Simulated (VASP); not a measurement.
Set up this calculation in VASP 6.6.1, as the native input.

```
Task                   : electric field gradients
Functional             : PBE
Potentials or basis    : VASP PAW PBE potentials, release 64 (Cd, Se)
Cutoff                 : 400 eV
k mesh                 : 8 × 8 × 8
Occupations            : fermi-dirac, width 0.03 eV
Spin                   : no spin polarisation
Dipole correction      : no
Further INCAR settings : ALGO = Normal; EDIFF = 1e-08; NBANDS = 16
```

The structure of CdSe lies in POSCAR:

```
CdSe
1.0
   -0.0614054240      3.0395684866      3.0395684866
    3.0395684866     -0.0614054240      3.0395684866
    3.0395684866      3.0395684866     -0.0614054240
Cd Se
1 1
Direct
    0.0000000000      0.0000000000      0.0000000000
    0.2500000000      0.2500000000      0.2500000000
```

This cell differs from its parent crystal: equal xy, yz and zx shear strains of -2 %.

The input as run:

INCAR

```
SYSTEM = CdSe
PREC = Accurate ; ENCUT = 400
EDIFF = 1E-8 ; ISMEAR = -1
SIGMA = 0.03 ; LREAL = .False.
LASPH = .True. ; NELM = 120
ALGO = Normal ; ISIF = 2
LWAVE = .False. ; LCHARG = .False.
GGA = PE ; LEFG = .True.
NBANDS = 16 ; GGA_COMPAT = .False.
```

KPOINTS

```
Automatic mesh
0
Gamma
  8 8 8
  0 0 0
```

Potentials or basis: VASP PAW PBE potentials, release 64 (Cd, Se).

Run with:

```sh
$ cat potpaw_PBE.64/Cd/POTCAR potpaw_PBE.64/Se/POTCAR > POTCAR
$ mpirun -np 1 vasp_std > vasp.out
```

It gave:

| Item | Value |
| --- | --- |
| Pressure | 1.3 GPa |
| Largest force | 0.236 eV/Å |
| Band gap on the k mesh | 0.52 eV |
| Largest electric field gradient by atom | Cd -21.6; Se -8.5 V/Å² |

Caveat: the cell differs from its parent crystal (equal xy, yz and zx shear strains of -2 %); without QUAD_EFG the Cq values of the log hold for a quadrupole moment of 1 mb, not for the nuclei.

Run time: 36 s on 1 thread of Intel(R) Xeon(R) Platinum 8488C (Sapphire Rapids), with other jobs on the host, peak memory 0.18 GiB.
